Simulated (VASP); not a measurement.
Wanted: the native input for a VASP 6.6.1 run.

```
Task                   : single point
Functional             : r2SCAN
Potentials or basis    : VASP PAW PBE potentials, release 64 (Cu)
Cutoff                 : 520 eV
k mesh                 : 3 × 13 × 2
Occupations            : methfessel-paxton, width 0.1 eV
Spin                   : no spin polarisation
Dipole correction      : no
Further INCAR settings : ALGO = Normal; EDIFF = 1e-07; NBANDS = 12
```

Cu:

```
Cu
1.0
    11.37411    0.00000    0.00000
     0.00000    2.20027    0.00000
    -4.51772    0.00000   21.37478
Cu
1
Cartesian
  3.4282 1.1001 10.6874
```

The input as run:

POSCAR

```
Cu
1.0
   11.3741101078      0.0000000000      0.0000000000
    0.0000000000      2.2002688733      0.0000000000
   -4.5177170173      0.0000000000     21.3747847911
Cu
1
Direct
    0.5000000000      0.5000000000      0.5000000000
```

INCAR.step1

```
SYSTEM = Cu
ALGO = Normal
EDIFF = 1E-4
ENCUT = 520
GGA = PE
ISMEAR = 1
LASPH = .True.
LCHARG = .False.
LREAL = .False.
LWAVE = .True.
NBANDS = 12
NELM = 80
PREC = Accurate
SIGMA = 0.1
```

INCAR.step2

```
SYSTEM = Cu
ALGO = Normal
EDIFF = 1E-7
ENCUT = 520
ISIF = 2
ISMEAR = 1
ISTART = 1
LASPH = .True.
LCHARG = .False.
LMIXTAU = .True.
LREAL = .False.
LWAVE = .False.
METAGGA = R2SCAN
NBANDS = 12
NELM = 80
PREC = Accurate
SIGMA = 0.1
```

KPOINTS

```
k-points
0
Gamma
  3 13 2
  0 0 0
```

Potentials or basis: VASP PAW PBE potentials, release 64 (Cu).

Command:

```bash
$ cat potpaw_PBE.64/Cu/POTCAR > POTCAR
$ cp INCAR.step1 INCAR
$ mpirun -np 1 vasp_std > vasp.out
$ cp INCAR.step2 INCAR
$ mpirun -np 1 vasp_std > vasp.out
```

Results of the run:

| Quantity | Value |
| --- | --- |
| Pressure | 0.1 GPa |
| Band gap on the k mesh | zero (an odd number of electrons rules out a gap without spin polarisation) |

Caveat: the PAW data sets were made with another functional, which shifts forces and pressure a little.

It took 23 min on 1 thread of Intel(R) Xeon(R) Platinum 8259CL CPU @ 2.50GHz (Skylake/Cascade Lake), on a shared host, peak memory 0.66 GiB.
